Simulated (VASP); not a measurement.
# MgO (P6_3mc) in VASP: notebook

Runs on MgO. Level: LDA. Tasks: single point.

All numbers are computed with VASP 6.6.1; they aren't measurements. Logs are shortened: lines on timing, memory, paths and dates and some standing lists are left out, and cuts for length are marked.

### Step 1. The cell of the first run

The structure is hexagonal, space group P6_3mc (No. 186). The conventional cell has a = 3.308 Å, b = 3.308 Å, c = 4.883 Å, α = 90.00°, β = 90.00°, γ = 120.00°. Within 2.6 Å of Mg (site symmetry 3m) lie 4 O at 1.95 to 1.97 Å. O (site symmetry 3m) has 4 Mg at 1.95 to 1.97 Å within 2.6 Å.

### Step 2. Single point, LDA

INCAR

```
SYSTEM = MgO
PREC = Accurate
ENCUT = 520
EDIFF = 1E-6
ISMEAR = -1
SIGMA = 0.02
LREAL = .False.
LASPH = .True.
NELM = 100
ALGO = Normal
ISIF = 2
LWAVE = .False.
LCHARG = .False.
NBANDS = 16
```

KPOINTS

```
regular mesh
0
Gamma
  7 7 4
  0 0 0
```

POSCAR

```
MgO
1.0
    3.3077869900      0.0000000000      0.0000000000
   -1.6538934900      2.8646275600      0.0000000000
    0.0000000000      0.0000000000      4.8832240366
Mg O
2 2
Direct
    0.3333333333      0.6666666667      0.0021597400
    0.6666666667      0.3333333333      0.5021597400
    0.3333333333      0.6666666667      0.4024402600
    0.6666666667      0.3333333333      0.9024402600
```

Potentials or basis: VASP PAW LDA potentials, release 64 (Mg, O).

The run is started by

```console
> cat potpaw_LDA.64/Mg/POTCAR potpaw_LDA.64/O/POTCAR > POTCAR
> mpirun -np 1 vasp_std > vasp.out
```

OUTCAR:

```text
SYSTEM = MgO
   PREC = Accurate
   ENCUT = 520
   EDIFF = 1E-6
   ISMEAR = -1
   LREAL = .False.
   LASPH = .True.
   NELM = 100
   ISIF = 2

 ion  position               nearest neighbor table
   1  0.333  0.667  0.002-   3 1.95   4 1.97   4 1.97   4 1.97   2 3.10   2 3.10   2 3.10   2 3.10
                             2 3.10   2 3.10
   2  0.667  0.333  0.502-   4 1.95   3 1.97   3 1.97   3 1.97   1 3.10   1 3.10   1 3.10   1 3.10
                             1 3.10   1 3.10
   3  0.333  0.667  0.402-   1 1.95   2 1.97   2 1.97   2 1.97
   4  0.667  0.333  0.902-   2 1.95   1 1.97   1 1.97   1 1.97

  LATTYP: Found a hexagonal cell.
 ALAT       =     3.3077869900
 C/A-ratio  =     1.4762812876

  Lattice vectors:

 A1 = (   3.3077869900,   0.0000000000,   0.0000000000)
 A2 = (  -1.6538934900,   2.8646275600,   0.0000000000)
 A3 = (   0.0000000000,   0.0000000000,   4.8832240366)

Analysis of symmetry for initial positions (statically):
=====================================================================
 Subroutine PRICEL returns:
 Original cell was already a primitive cell.

 Routine SETGRP: Setting up the symmetry group for a
 hexagonal supercell.

 Subroutine GETGRP returns: Found 12 space group operations
 (whereof  6 operations were pure point group operations)
 out of a pool of 24 trial point group operations.

The static configuration has the point symmetry C_3v.
 The point group associated with its full space group is C_6v.

Analysis of symmetry for dynamics (positions and initial velocities):
=====================================================================
 Subroutine PRICEL returns:
 Original cell was already a primitive cell.

 Routine SETGRP: Setting up the symmetry group for a
 hexagonal supercell.

 Subroutine GETGRP returns: Found 12 space group operations
 (whereof  6 operations were pure point group operations)
 out of a pool of 24 trial point group operations.

The dynamic configuration has the point symmetry C_3v.
 The point group associated with its full space group is C_6v.

 Subroutine INISYM returns: Found 12 space group operations
 (whereof  6 operations are pure point group operations),
 and found     1 'primitive' translations

----------------------------------------------------------------------------------------

                                     Primitive cell

  volume of cell :      46.2714

  direct lattice vectors                    reciprocal lattice vectors
     3.307786990  0.000000000  0.000000000     0.302316928  0.174542759  0.000000000
    -1.653893490  2.864627560  0.000000000     0.000000000  0.349085520  0.000000000
     0.000000000  0.000000000  4.883224037     0.000000000  0.000000000  0.204782740

  length of vectors
     3.307786990  3.307786984  4.883224037     0.349085519  0.349085520  0.204782740

  position of ions in fractional coordinates (direct lattice)
     0.333333333  0.666666667  0.002159740
     0.666666667  0.333333333  0.502159740
     0.333333333  0.666666667  0.402440260
     0.666666667  0.333333333  0.902440260

  ion indices of the primitive-cell ions
   primitive index   ion index
                 1           1
                 2           2
                 3           3
                 4           4

----------------------------------------------------------------------------------------

 KPOINTS: regular mesh

Automatic generation of k-mesh.
 Grid dimensions read from file:
 generate k-points for:    7    7    4

 Generating k-lattice:

  Cartesian coordinates                     Fractional coordinates (reciprocal lattice)
     0.043188133  0.024934680  0.000000000     0.142857143  0.000000000  0.000000000
     0.000000000  0.049869360  0.000000000     0.000000000  0.142857143  0.000000000
     0.000000000  0.000000000  0.051195685     0.000000000  0.000000000  0.250000000

  Length of vectors
     0.049869360  0.049869360  0.051195685

  Shift w.r.t. Gamma in fractional coordinates (k-lattice)
     0.000000000  0.000000000  0.000000000

 Subroutine IBZKPT returns following result:
 ===========================================

 Found     24 irreducible k-points:

 Following reciprocal coordinates:
            Coordinates               Weight
  0.000000  0.000000  0.000000      1.000000
  0.142857  0.000000  0.000000      6.000000
  0.285714  0.000000  0.000000      6.000000
  0.428571  0.000000  0.000000      6.000000
  0.142857  0.142857  0.000000      6.000000
  0.285714  0.142857  0.000000     12.000000
[... 16 lines left out ...]
  0.428571  0.142857  0.500000      6.000000
  0.285714  0.285714  0.500000      6.000000
   k-points           NKPTS =     24   k-points in BZ     NKDIM =     24   number of bands    NBANDS=     16
   number of dos      NEDOS =    301   number of ions     NIONS =      4
   total plane-waves  NPLWV =  28224
   dimension x,y,z NGX =    28 NGY =   28 NGZ =   36
   dimension x,y,z NGXF=    56 NGYF=   56 NGZF=   72
   ions per type =               2   2
   NGX,Y,Z   is equivalent  to a cutoff of  14.07, 14.07, 12.26 a.u.
   NGXF,Y,Z  is equivalent  to a cutoff of  28.15, 28.15, 24.51 a.u.
 SYSTEM =  MgO
   PREC   = accura    normal or accurate (medium, high low for compatibility)
   ISTART =      0    job   : 0-new  1-cont  2-samecut
   ICHARG =      2    charge: 1-file 2-atom 10-const
   ISPIN  =      1    spin polarized calculation?
   LNONCOLLINEAR =      F non collinear calculations
   LSORBIT =      F    spin-orbit coupling
   LASPH  =      T    aspherical Exc in radial PAW
   ENCUT  =  520.0 eV  38.22 Ry    6.18 a.u.   6.15  6.15  9.08*2*pi/ulx,y,z
   NELM   =    100;   NELMIN=  2; NELMDL= -5     # of ELM steps
   EDIFF  = 0.1E-05   stopping-criterion for ELM
   LREAL  =      F    real-space projection
   EDIFFG = 0.1E-04   stopping-criterion for IOM
   NSW    =      0    number of steps for IOM
   IBRION =     -1    ionic relax: 0-MD 1-quasi-New 2-CG
   NFREE  =      0    steps in history (QN), initial steepest desc. (CG)
   ISIF   =      2    stress and relaxation
   ISYM   =      2    0-nonsym 1-usesym 2-fastsym
   POTIM  = 0.5000    time-step for ionic-motion
   TEBEG  =    0.0;   TEEND  =   0.0 temperature during run
   PSTRESS=    0.0 pullay stress
   NELECT =      16.0000    total number of electrons
   NUPDOWN=      -1.0000    fix difference up-down
   EMIN   =  10.00;   EMAX   =-10.00  energy-range for DOS
   EFERMI =   0.00;   METHOD = LEGACY
   ISMEAR =    -1;   SIGMA  =   0.02  broadening in eV -4-tet -1-fermi 0-gaus
   EFERMI_NEDOS =   21; number of points for ismear=-14 and -15
   IALGO  =     38    algorithm
   IMIX   =      4    mixing-type and parameters
     AMIX     =   0.40;   BMIX     =  1.00
     AMIX_MAG =   1.60;   BMIX_MAG =  1.00
  volume/ion in A,a.u.               =      11.57        78.06
  Fermi-wavevector in a.u.,A,eV,Ry     =   1.149064  2.171415 17.964412  1.320347
  Thomas-Fermi vector in A             =   2.285735
   LORBIT       =      0    0 simple, 1 ext, 2 COOP (PROOUT), +10 PAW based schemes
   GGA     = CA    functional components
   LHFCALC =     F    Hartree Fock is set to
   AEXX    =    0.0000 exact exchange contribution
   IVDW    =     0    specifies the selected vdW correction
   LEPSILON=     F    determine dielectric tensor
   LRPA    =     F    only Hartree local field effects (RPA)
 non-spin polarized calculation
  energy-cutoff  :      520.00
  volume of cell :       46.27
 maximum number of plane-waves:      1266
 NGX is ok and might be reduce to    28
   NGX = 13   NGY = 13   NGZ = 19

 number of electron      15.9999994 magnetization

 Free energy of the ion-electron system (eV)
  ---------------------------------------------------
  ext. energy  EPLUGINS =         0.00000000
  ---------------------------------------------------
  free energy    TOTEN  =       -26.24311565 eV

  energy without entropy =      -26.24311565  energy(sigma->0) =      -26.24311565

 E-fermi :   1.4013     XC(G=0): -10.3599

 val. band max:        0.9699956331   @ k =   0.0000   0.0000   0.0000
 cond. band min:       4.4062408057   @ k =   0.0000   0.0000   0.0000
 fundamental gap:      3.4362451727
 Fermi energy:         1.4013489085

 k-point     1 :       0.0000    0.0000    0.0000
  band No.  band energies     occupation
      1     -15.1120      2.00000
      2     -14.1796      2.00000
      3      -2.4412      2.00000
      4       0.0906      2.00000
      5       0.0906      2.00000
      6       0.4751      2.00000
[... 8 lines left out ...]
     15      17.1693      0.00000
     16      17.1693      0.00000

 k-point     2 :       0.1429    0.0000    0.0000
  band No.  band energies     occupation
      1     -15.0044      2.00000
      2     -14.1495      2.00000
      3      -2.2451      2.00000
      4      -0.4132      2.00000
      5      -0.0616      2.00000
      6      -0.0429      2.00000
[... 8 lines left out ...]
     15      16.5912      0.00000
     16      16.7840      0.00000

 k-point     3 :       0.2857    0.0000    0.0000
  band No.  band energies     occupation
      1     -14.7354      2.00000
      2     -14.0997      2.00000
      3      -1.7290      2.00000
      4      -1.4691      2.00000
      5      -0.7579      2.00000
      6      -0.2812      2.00000
[... 8 lines left out ...]
     15      15.5337      0.00000
     16      16.1138      0.00000

 k-point     4 :       0.4286    0.0000    0.0000
  band No.  band energies     occupation
      1     -14.4603      2.00000
      2     -14.1082      2.00000
      3      -2.1940      2.00000
      4      -1.2442      2.00000
      5      -1.0286      2.00000
      6      -0.4430      2.00000
[... 8 lines left out ...]
     15      15.1161      0.00000
     16      16.6157      0.00000
[... 324 lines left out ...]
 k-point    22 :       0.2857    0.1429    0.5000
  band No.  band energies     occupation
      1     -14.3077      2.00000
      2     -14.3077      2.00000
      3      -2.0439      2.00000
      4      -2.0439      2.00000
      5      -0.4015      2.00000
      6      -0.4015      2.00000
[... 8 lines left out ...]
     15      16.2295      0.00000
     16      16.2295      0.00000

 k-point    23 :       0.4286    0.1429    0.5000
  band No.  band energies     occupation
      1     -14.2344      2.00000
      2     -14.2344      2.00000
      3      -2.2049      2.00000
      4      -2.2049      2.00000
      5      -0.5556      2.00000
      6      -0.5556      2.00000
[... 8 lines left out ...]
     15      16.3257      0.00000
     16      16.3257      0.00000

 k-point    24 :       0.2857    0.2857    0.5000
  band No.  band energies     occupation
      1     -14.2176      2.00000
      2     -14.2176      2.00000
      3      -1.9498      2.00000
      4      -1.9498      2.00000
      5      -1.0450      2.00000
      6      -1.0450      2.00000
[... 8 lines left out ...]
     15      16.7692      0.00000
     16      16.7692      0.00000

------------------------ aborting loop because EDIFF is reached ----------------------------------------

  FORCE on cell =-STRESS in cart. coord.  units (eV):
  Direction    XX          YY          ZZ          XY          YZ          ZX
  --------------------------------------------------------------------------------------
  -------------------------------------------------------------------------------------
  Total       -1.3438196     -1.3438196     -0.0747705     -0.0000000      0.0000000      0.0000000
  in kB      -46.5306587    -46.5306585     -2.5889804     -0.0000001      0.0000000      0.0000000
  external PRESSURE =     -31.8834326 kB  Pullay stress =       0.0000000 kB

 VOLUME and BASIS-vectors are now :
 -----------------------------------------------------------------------------
  energy-cutoff  :      520.00
  volume of cell :       46.27
      direct lattice vectors                 reciprocal lattice vectors
     3.307786990  0.000000000  0.000000000     0.302316928  0.174542759  0.000000000
    -1.653893490  2.864627560  0.000000000     0.000000000  0.349085520  0.000000000
     0.000000000  0.000000000  4.883224037     0.000000000  0.000000000  0.204782740

 POSITION                                       TOTAL-FORCE (eV/Angst)
 -----------------------------------------------------------------------------------
      0.00000      1.90975      0.01055         0.000000     -0.000000     -0.199728
      1.65389      0.95488      2.45216         0.000000      0.000000     -0.199728
      0.00000      1.90975      1.96521         0.000000      0.000000      0.199728
      1.65389      0.95488      4.40682        -0.000000     -0.000000      0.199728
 -----------------------------------------------------------------------------------
    total drift:                               -0.000000      0.000000      0.002414

  FREE ENERGIE OF THE ION-ELECTRON SYSTEM (eV)
  ---------------------------------------------------
  free  energy   TOTEN  =       -26.2431156532 eV

  energy  without entropy=      -26.2431156532  energy(sigma->0) =      -26.24311565
```

Run time: 20 s. Hardware: 1 thread of Intel Xeon 8259CL, shared host; peak memory 0.15 GiB.

What came out:

```
Free energy            : -26.2431 eV
Pressure               : -3.2 GPa
Largest force          : 0.200 eV/Å
Band gap on the k mesh : 3.44 eV, direct
```

Forces on the atoms (eV/Å):
```
Mg   0.000  0.000 -0.200
Mg   0.000  0.000 -0.200
O    0.000  0.000  0.200
O    0.000  0.000  0.200
```

Levels at points of the mesh, in eV from the valence-band top:
| k point | band 4 | band 5 | band 6 | band 7 | band 8 | band 9 | band 10 | band 11 | band 12 | band 13 |
| --- | --- | --- | --- | --- | --- | --- | --- | --- | --- | --- |
| (0.00, 0.00, 0.00) | -0.88 | -0.88 | -0.49 | -0.49 | 0.00 | 3.44 | 8.41 | 10.41 | 13.74 | 13.74 |
| (0.00, 0.00, 0.50) | -2.10 | -0.69 | -0.69 | -0.69 | -0.69 | 5.97 | 5.97 | 13.25 | 13.25 | 14.24 |

[end of part 1 of 2]
